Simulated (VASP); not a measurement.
# GeSbTe3 (P4/mmm) in VASP: a series of runs, part 2 of 2

VASP 6.6.1. Earlier steps stand in the parts before.

## (3) Relaxation of cell and atoms, PBE

This run uses another cell than the first one, of 38.34 Å³/atom, 0.987 times its volume.

INCAR

```
SYSTEM = GeSbTe3
PREC = Accurate
ENCUT = 600
EDIFF = 1E-7
ISMEAR = 0
SIGMA = 0.1
LREAL = .FALSE.
LASPH = .TRUE.
NELM = 100
ALGO = Normal
ISIF = 3
LWAVE = .FALSE.
LCHARG = .FALSE.
GGA = PE
IBRION = 2
NSW = 100
EDIFFG = -0.01
```

KPOINTS

```
Automatic mesh
0
G
  6 6 8
  0 0 0
```

POSCAR

```
GeSbTe3
1.0
    5.9270683551      0.0000000000      0.0000000000
    0.0000000000      5.9270683551      0.0000000000
    0.0000000000      0.0000000000      5.4566464328
Ge Sb Te
1 1 3
Direct
    0.5000000000      0.5000000000      0.5000000000
    0.0000000000      0.0000000000      0.5000000000
    0.0000000000      0.5000000000      0.5000000000
    0.5000000000      0.0000000000      0.5000000000
    0.5000000000      0.5000000000      0.0000000000
```

Potentials or basis: VASP PAW PBE potentials, release 64 (Ge_d, Sb, Te).

Command:

```
$ cat potpaw_PBE.64/Ge_d/POTCAR potpaw_PBE.64/Sb/POTCAR potpaw_PBE.64/Te/POTCAR > POTCAR
$ mpirun -np 1 vasp_std > vasp.out
```

OUTCAR:

```text
SYSTEM = GeSbTe3
   PREC = Accurate
   ENCUT = 600
   EDIFF = 1E-7
   ISMEAR = 0
   LREAL = .FALSE.
   LASPH = .TRUE.
   NELM = 100
   ISIF = 3
   GGA = PE
   IBRION = 2
   NSW = 100
   EDIFFG = -0.01

 ion  position               nearest neighbor table
   1  0.500  0.500  0.500-   5 2.73   5 2.73   3 2.96   4 2.96   4 2.96   3 2.96
   2  0.000  0.000  0.500-   3 2.96   4 2.96   3 2.96   4 2.96
   3  0.000  0.500  0.500-   1 2.96   2 2.96   2 2.96   1 2.96
   4  0.500  0.000  0.500-   1 2.96   2 2.96   1 2.96   2 2.96
   5  0.500  0.500  0.000-   1 2.73   1 2.73

  LATTYP: Found a simple tetragonal cell.
 ALAT       =     5.9270683551
 C/A-ratio  =     0.9206316016

  Lattice vectors:

 A1 = (   5.9270683551,   0.0000000000,   0.0000000000)
 A2 = (   0.0000000000,   5.9270683551,   0.0000000000)
 A3 = (   0.0000000000,   0.0000000000,   5.4566464328)

Analysis of symmetry for initial positions (statically):
=====================================================================
 Subroutine PRICEL returns:
 Original cell was already a primitive cell.

 Routine SETGRP: Setting up the symmetry group for a
 simple tetragonal supercell.

 Subroutine GETGRP returns: Found 16 space group operations
 (whereof 16 operations were pure point group operations)
 out of a pool of 16 trial point group operations.

The static configuration has the point symmetry D_4h.

Analysis of symmetry for dynamics (positions and initial velocities):
=====================================================================
 Subroutine PRICEL returns:
 Original cell was already a primitive cell.

 Routine SETGRP: Setting up the symmetry group for a
 simple tetragonal supercell.

 Subroutine GETGRP returns: Found 16 space group operations
 (whereof 16 operations were pure point group operations)
 out of a pool of 16 trial point group operations.

The dynamic configuration has the point symmetry D_4h.

 Subroutine INISYM returns: Found 16 space group operations
 (whereof 16 operations are pure point group operations),
 and found     1 'primitive' translations

----------------------------------------------------------------------------------------

                                     Primitive cell

  volume of cell :     191.6927

  direct lattice vectors                    reciprocal lattice vectors
     5.927068355  0.000000000  0.000000000     0.168717474  0.000000000  0.000000000
     0.000000000  5.927068355  0.000000000     0.000000000  0.168717474  0.000000000
     0.000000000  0.000000000  5.456646433     0.000000000  0.000000000  0.183262744

  length of vectors
     5.927068355  5.927068355  5.456646433     0.168717474  0.168717474  0.183262744

  position of ions in fractional coordinates (direct lattice)
     0.500000000  0.500000000  0.500000000
     0.000000000  0.000000000  0.500000000
     0.000000000  0.500000000  0.500000000
     0.500000000  0.000000000  0.500000000
     0.500000000  0.500000000  0.000000000

  ion indices of the primitive-cell ions
   primitive index   ion index
                 1           1
                 2           2
                 3           3
                 4           4
                 5           5

----------------------------------------------------------------------------------------

[... 30 lines left out ...]
  0.166667  0.166667  0.000000      4.000000
  0.333333  0.166667  0.000000      8.000000
[... 16 lines left out ...]
  0.333333  0.000000  0.250000      8.000000
  0.500000  0.000000  0.250000      4.000000
 [... further k-points ...]
   k-points           NKPTS =     50   k-points in BZ     NKDIM =     50   number of bands    NBANDS=     22
   number of dos      NEDOS =    301   number of ions     NIONS =      5
   total plane-waves  NPLWV = 110592
   dimension x,y,z NGX =    48 NGY =   48 NGZ =   48
   dimension x,y,z NGXF=    96 NGYF=   96 NGZF=   96
   ions per type =               1   1   3
   NGX,Y,Z   is equivalent  to a cutoff of  13.46, 13.46, 14.62 a.u.
   NGXF,Y,Z  is equivalent  to a cutoff of  26.93, 26.93, 29.25 a.u.
 SYSTEM =  GeSbTe3
   PREC   = accura    normal or accurate (medium, high low for compatibility)
   ISTART =      0    job   : 0-new  1-cont  2-samecut
   ICHARG =      2    charge: 1-file 2-atom 10-const
   ISPIN  =      1    spin polarized calculation?
   LNONCOLLINEAR =      F non collinear calculations
   LSORBIT =      F    spin-orbit coupling
   LASPH  =      T    aspherical Exc in radial PAW
   ENCUT  =  600.0 eV  44.10 Ry    6.64 a.u.  11.84 11.84 10.90*2*pi/ulx,y,z
   NELM   =    100;   NELMIN=  2; NELMDL= -5     # of ELM steps
   EDIFF  = 0.1E-06   stopping-criterion for ELM
   LREAL  =      F    real-space projection
   EDIFFG = -.1E-01   stopping-criterion for IOM
   NSW    =    100    number of steps for IOM
   IBRION =      2    ionic relax: 0-MD 1-quasi-New 2-CG
   NFREE  =      1    steps in history (QN), initial steepest desc. (CG)
   ISIF   =      3    stress and relaxation
   ISYM   =      2    0-nonsym 1-usesym 2-fastsym
   POTIM  = 0.5000    time-step for ionic-motion
   TEBEG  =    0.0;   TEEND  =   0.0 temperature during run
   PSTRESS=    0.0 pullay stress
   NELECT =      37.0000    total number of electrons
   NUPDOWN=      -1.0000    fix difference up-down
   EMIN   =  10.00;   EMAX   =-10.00  energy-range for DOS
   EFERMI =   0.00;   METHOD = LEGACY
   ISMEAR =     0;   SIGMA  =   0.10  broadening in eV -4-tet -1-fermi 0-gaus
   EFERMI_NEDOS =   21; number of points for ismear=-14 and -15
   IALGO  =     38    algorithm
   IMIX   =      4    mixing-type and parameters
     AMIX     =   0.40;   BMIX     =  1.00
     AMIX_MAG =   1.60;   BMIX_MAG =  1.00
  volume/ion in A,a.u.               =      38.34       258.72
  Fermi-wavevector in a.u.,A,eV,Ry     =   0.946107  1.787883 12.178822  0.895118
  Thomas-Fermi vector in A             =   2.074073
   LORBIT       =      0    0 simple, 1 ext, 2 COOP (PROOUT), +10 PAW based schemes
   GGA     = PE    functional components
   LHFCALC =     F    Hartree Fock is set to
   AEXX    =    0.0000 exact exchange contribution
   IVDW    =     0    specifies the selected vdW correction
   LEPSILON=     F    determine dielectric tensor
   LRPA    =     F    only Hartree local field effects (RPA)
 conjugate gradient relaxation of ions
 non-spin polarized calculation
 Gauss-broadening in eV      SIGMA  =   0.10
  energy-cutoff  :      600.00
  volume of cell :      191.69
 maximum number of plane-waves:      6470
 NGX is ok and might be reduce to    48
   NGX = 23   NGY = 23   NGZ = 21

--------------------------------------- Ionic step        1  -------------------------------------------

 number of electron      36.9999997 magnetization

 Free energy of the ion-electron system (eV)
  ---------------------------------------------------
  ext. energy  EPLUGINS =         0.00000000
  ---------------------------------------------------
  free energy    TOTEN  =       -16.52698495 eV

  energy without entropy =      -16.49715256  energy(sigma->0) =      -16.51206875

------------------------ aborting loop because EDIFF is reached ----------------------------------------

  FORCE on cell =-STRESS in cart. coord.  units (eV):
  Direction    XX          YY          ZZ          XY          YZ          ZX
  --------------------------------------------------------------------------------------
  -------------------------------------------------------------------------------------
  Total       -0.1215701     -0.1215701      1.1465814      0.0000000      0.0000000      0.0000000
  in kB       -1.0160891     -1.0160891      9.5831831      0.0000000      0.0000000      0.0000000
  external PRESSURE =       2.5170016 kB  Pullay stress =       0.0000000 kB
[... 65 lines left out ...]
--------------------------------------- Ionic step        3  -------------------------------------------

 number of electron      37.0000005 magnetization

 Free energy of the ion-electron system (eV)
  ---------------------------------------------------
  ext. energy  EPLUGINS =         0.00000000
  ---------------------------------------------------
  free energy    TOTEN  =       -16.53614401 eV

  energy without entropy =      -16.50694570  energy(sigma->0) =      -16.52154486

 E-fermi :   3.2572     XC(G=0):  -8.0964

 val. band max:        3.2315383649   @ k =   0.3333   0.0000   0.2500
 cond. band min:       3.2643375873   @ k =   0.5000   0.1667   0.3750
 fundamental gap:      0.0327992225
 Fermi energy:         3.2571527114

 k-point     1 :       0.0000    0.0000    0.0000
  band No.  band energies     occupation
      1     -21.3171      2.00000
      2     -21.3084      2.00000
      3     -21.2853      2.00000
      4     -21.2740      2.00000
      5     -21.2740      2.00000
      6      -9.1441      2.00000
[... 589 lines left out ...]
     21       4.7164      0.00000
     22       5.3053      0.00000

 [... further k-points ...]
[... 5 lines left out ...]
  --------------------------------------------------------------------------------------
  -------------------------------------------------------------------------------------
  Total        0.0171672      0.0171672     -0.0129209      0.0000000      0.0000000      0.0000000
  in kB        0.1416952      0.1416952     -0.1066467      0.0000000      0.0000000      0.0000000
  external PRESSURE =       0.0589146 kB  Pullay stress =       0.0000000 kB
[... 20 lines left out ...]
  FREE ENERGIE OF THE ION-ELECTRON SYSTEM (eV)
  ---------------------------------------------------
  free  energy   TOTEN  =       -16.5361440142 eV

  energy  without entropy=      -16.5069456972  energy(sigma->0) =      -16.52154486

 reached required accuracy - stopping structural energy minimisation
```

OSZICAR:

```text
N       E                     dE             d eps       ncg     rms          rms(c)
DAV:   1     0.295721276864E+03    0.29572E+03   -0.16315E+04  2434   0.210E+03
DAV:   2     0.223598453476E+02   -0.27336E+03   -0.26881E+03  2564   0.471E+02
DAV:   3    -0.148520169161E+02   -0.37212E+02   -0.36435E+02  2702   0.136E+02
[... 34 lines left out ...]
DAV:   6    -0.165361422156E+02   -0.25962E-05   -0.30644E-05  2738   0.427E-02    0.147E-02
DAV:   7    -0.165361429122E+02   -0.69660E-06   -0.74236E-06  2818   0.157E-02    0.329E-03
DAV:   8    -0.165361435864E+02   -0.67418E-06   -0.10601E-06  2538   0.722E-03    0.161E-03
DAV:   9    -0.165361439549E+02   -0.36849E-06   -0.38162E-07  1866   0.361E-03    0.601E-04
DAV:  10    -0.165361440142E+02   -0.59309E-07   -0.59586E-08  1422   0.135E-03
   3 F= -.16536144E+02 E0= -.16521545E+02  d E =-.915907E-02
```

It took 5 min on 1 thread of Intel Xeon 6975P-C (Granite Rapids), shared host; peak memory 0.55 GiB.

Results:

| Quantity | Value |
| --- | --- |
| Free energy | -16.5361 eV |
| Relaxed volume | 38.82 Å³/atom |
| Relaxed cell | a = 5.917 Å, b = 5.917 Å, c = 5.544 Å, α = 90.00°, β = 90.00°, γ = 90.00° |
| Space group after relaxing (to 0.05 Å) | P4/mmm (No. 123) |
| Energy gained by relaxing | 1.8 meV/atom |
| Ionic steps | 3 |
| Pressure after relaxing | 0.0 GPa |

Step by step:
| step | energy change (eV) | largest force (eV/Å) | pressure (GPa) | volume (Å³) |
| --- | --- | --- | --- | --- |
| 1 | 0.0000 | 0.0000 | 0.25 | 191.69 |
| 2 | -0.0083 | 0.0000 | 0.08 | 193.36 |
| 3 | -0.0092 | 0.0000 | 0.01 | 194.11 |

Final structure:
```xyz
5
Lattice="5.9170 0.0000 0.0000 0.0000 5.9170 0.0000 0.0000 0.0000 5.5445" Properties=species:S:1:pos:R:3 pbc="T T T"
Ge    2.9585    2.9585    2.7722
Sb    0.0000    0.0000    2.7722
Te    0.0000    2.9585    2.7722
Te    2.9585    0.0000    2.7722
Te    2.9585    2.9585    0.0000
```

Caveat: spin-orbit coupling is left out, which moves the levels of the heavy elements.

## (4) Single point, PBE

INCAR

```
SYSTEM = GeSbTe3
  PREC = Accurate
  ENCUT = 520
  EDIFF = 1E-6
  ISMEAR = 0
  SIGMA = 0.1
  LREAL = .FALSE.
  LASPH = .TRUE.
  NELM = 100
  ALGO = Normal
  ISIF = 2
  LWAVE = .FALSE.
  LCHARG = .FALSE.
  GGA = PE
  NBANDS = 26
```

KPOINTS is that of step 3.

POSCAR, as its differences from that of step 3:

```diff
@@ -2,5 +2,5 @@
 1.0
-    5.9270683551      0.0000000000      0.0000000000
-    0.0000000000      5.9270683551      0.0000000000
-    0.0000000000      0.0000000000      5.4566464328
+    5.9181606093      0.0000000000      0.0000000000
+    0.0000000000      5.9181606093      0.0000000000
+    0.0000000000      0.0000000000      5.5432419559
 Ge Sb Te
```

Potentials or basis: VASP PAW PBE potentials, release 64 (Ge_d, Sb, Te).

Command:

```
$ cat potpaw_PBE.64/Ge_d/POTCAR potpaw_PBE.64/Sb/POTCAR potpaw_PBE.64/Te/POTCAR > POTCAR
$ mpirun -np 1 vasp_std > vasp.out
```

OUTCAR:

```text
SYSTEM = GeSbTe3
   PREC = Accurate
   ENCUT = 520
   EDIFF = 1E-6
   ISMEAR = 0
   LREAL = .FALSE.
   LASPH = .TRUE.
   NELM = 100
   ISIF = 2
   GGA = PE

 ion  position               nearest neighbor table
   1  0.500  0.500  0.500-   5 2.77   5 2.77   3 2.96   4 2.96   4 2.96   3 2.96
   2  0.000  0.000  0.500-   3 2.96   4 2.96   3 2.96   4 2.96
   3  0.000  0.500  0.500-   1 2.96   2 2.96   2 2.96   1 2.96
   4  0.500  0.000  0.500-   1 2.96   2 2.96   1 2.96   2 2.96
   5  0.500  0.500  0.000-   1 2.77   1 2.77

  LATTYP: Found a simple tetragonal cell.
 ALAT       =     5.9181606093
[... 899 lines left out ...]
  -------------------------------------------------------------------------------------
  Total       -0.0183631     -0.0183631     -0.0124559      0.0000000      0.0000000      0.0000000
  in kB       -0.1515369     -0.1515369     -0.1027896      0.0000000      0.0000000      0.0000000
  external PRESSURE =      -0.1352878 kB  Pullay stress =       0.0000000 kB

 VOLUME and BASIS-vectors are now :
 -----------------------------------------------------------------------------
  energy-cutoff  :      520.00
  volume of cell :      194.15
      direct lattice vectors                 reciprocal lattice vectors
     5.918160609  0.000000000  0.000000000     0.168971420  0.000000000  0.000000000
     0.000000000  5.918160609  0.000000000     0.000000000  0.168971420  0.000000000
     0.000000000  0.000000000  5.543241956     0.000000000  0.000000000  0.180399847

 POSITION                                       TOTAL-FORCE (eV/Angst)
 -----------------------------------------------------------------------------------
      2.95908      2.95908      2.77162         0.000000      0.000000      0.000000
      0.00000      0.00000      2.77162         0.000000      0.000000      0.000000
      0.00000      2.95908      2.77162         0.000000      0.000000      0.000000
      2.95908      0.00000      2.77162         0.000000      0.000000      0.000000
      2.95908      2.95908      0.00000         0.000000      0.000000      0.000000
 -----------------------------------------------------------------------------------
    total drift:                                0.000000     -0.000000     -0.000000

  FREE ENERGIE OF THE ION-ELECTRON SYSTEM (eV)
  ---------------------------------------------------
  free  energy   TOTEN  =       -16.5361256121 eV

  energy  without entropy=      -16.5068783502  energy(sigma->0) =      -16.52150198
```

OSZICAR:

```text
N       E                     dE             d eps       ncg     rms          rms(c)
DAV:   1     0.267882024352E+03    0.26788E+03   -0.14970E+04  2994   0.162E+03
DAV:   2     0.203801769544E+02   -0.24750E+03   -0.23823E+03  2904   0.405E+02
DAV:   3    -0.150602347205E+02   -0.35440E+02   -0.34700E+02  3278   0.118E+02
DAV:   4    -0.167107033767E+02   -0.16505E+01   -0.16375E+01  3094   0.285E+01
DAV:   5    -0.167721028539E+02   -0.61399E-01   -0.61388E-01  3896   0.573E+00    0.798E+00
DAV:   6    -0.165501543291E+02    0.22195E+00   -0.17334E+00  3296   0.372E+00    0.550E+00
DAV:   7    -0.165371507999E+02    0.13004E-01   -0.29091E-01  3028   0.174E+00    0.297E+00
DAV:   8    -0.165355723804E+02    0.15784E-02   -0.33891E-02  3090   0.789E-01    0.351E-01
DAV:   9    -0.165359407889E+02   -0.36841E-03   -0.29129E-03  3280   0.330E-01    0.205E-01
DAV:  10    -0.165360670689E+02   -0.12628E-03   -0.31683E-04  3278   0.964E-02    0.106E-01
DAV:  11    -0.165361115197E+02   -0.44451E-04   -0.73114E-05  2904   0.379E-02    0.290E-02
DAV:  12    -0.165361248011E+02   -0.13281E-04   -0.26489E-05  2842   0.263E-02    0.140E-02
DAV:  13    -0.165361256121E+02   -0.81093E-06   -0.22185E-06  2608   0.105E-02
   1 F= -.16536126E+02 E0= -.16521502E+02  d E =-.292473E-01
```

It took 1.7 min on 1 thread of Intel Xeon 6975P-C (Granite Rapids), shared host; peak memory 0.47 GiB.

Results:

```yaml
Free_energy: -16.5361 eV
Pressure: 0.0 GPa
```

Levels at points of the mesh, in eV from the Fermi level:
| k point | band 16 | band 17 | band 18 | band 19 | band 20 | band 21 |
| --- | --- | --- | --- | --- | --- | --- |
| (0.00, 0.00, 0.00) | -1.55 | -0.79 | 0.02 | 0.02 | 1.57 | 3.58 |
| (0.50, 0.00, 0.00) | -1.07 | -0.74 | -0.24 | 0.04 | 0.73 | 1.44 |
| (0.50, 0.50, 0.00) | -1.13 | -0.87 | -0.42 | 0.05 | 0.19 | 0.19 |
| (0.00, 0.00, 0.50) | -1.13 | -0.89 | -0.89 | 0.85 | 0.90 | 2.35 |
| (0.50, 0.00, 0.50) | -0.86 | -0.84 | -0.16 | 0.66 | 0.88 | 1.76 |
| (0.50, 0.50, 0.50) | -0.71 | 0.17 | 0.17 | 0.28 | 0.63 | 0.63 |

Caveat: spin-orbit coupling is left out, which moves the levels of the heavy elements.
